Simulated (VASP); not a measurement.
A run of VASP 6.6.1 is set up as follows.

INCAR

```
ALGO = Normal ; EDIFF = 1E-7
EDIFFG = -0.03 ; ENCUT = 600
GGA = PS ; IBRION = 2
ISIF = 3 ; ISMEAR = -1
LASPH = True ; LCHARG = False
LREAL = False ; LWAVE = False
NELM = 80 ; NSW = 80
PREC = Accurate ; PSTRESS = 300.0
SIGMA = 0.1
```

File KPOINTS:

```
k-points
0
Gamma
  19 19 19
```

Contents of POSCAR:

```
Pt
1.0
   -1.5842200000      1.5842200000      1.5842200000
    1.5842200000     -1.5842200000      1.5842200000
    1.5842200000      1.5842200000     -1.5842200000
Pt
1
Direct
    0.0000000000      0.0000000000      0.0000000000
```

Potentials or basis: VASP PAW PBE potentials, release 64 (Pt).

The run is started by

```bash
$ cat potpaw_PBE.64/Pt/POTCAR > POTCAR
$ mpirun -np 1 vasp_std > vasp.out
```

What does it give for the band gap on the k mesh?

Zero (band 5 reaches 13.62 eV, above the bottom of band 6 at 11.03 eV).

Predict the space group after relaxing (to 0.05 Å).

Im-3m (No. 229).

Predict the relaxed volume.

13.95 Å³/atom.

The path:
```
step  energy change (eV)  largest force (eV/Å)  pressure (GPa)  volume (Å³)
   1              0.0000                0.0000          -10.93        15.90
   2              9.4512                0.0000          788.97         8.27
   3              0.0215                0.0000           18.56        14.36
   4              0.0456                0.0000           23.54        14.18
   5              0.0835                0.0000           30.20        13.95
```

Caveat: the cell is relaxed towards a set pressure, so the enthalpy falls and the energy may rise; the PAW data sets were made with another functional, which shifts forces and pressure a little; spin-orbit coupling is left out, which moves the levels of the heavy elements.
